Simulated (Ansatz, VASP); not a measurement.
## CuO: VASP beside Ansatz

```
Cu O
1.0
     2.61914    0.00000    0.00000
     0.00000    2.61914    0.00000
     0.00000    0.00000    2.61914
Cu O
1 1
Cartesian
  0.0000 0.0000 0.0000
  1.3096 1.3096 1.3096
```

Change from the starting cell: volume scaled by 0.98.

Alike in both runs: task single point; functional PBE; k mesh 12 × 12 × 12; occupations fermi-dirac, width 0.08 eV; no spin polarisation.

|  | VASP | Ansatz |
| --- | --- | --- |
| version | VASP 6.6.1 | Ansatz 0.2.0 |
| potentials or method | VASP PAW PBE potentials, release 64 (Cu, O), cutoff 600 eV | all-electron LAPW, scalar-relativistic |

```tsv
	VASP	Ansatz	Ansatz less VASP
pressure (GPa)	3.6	3.6	-0.02
```

Ansatz ran all-electron here, and VASP with PAW potentials.
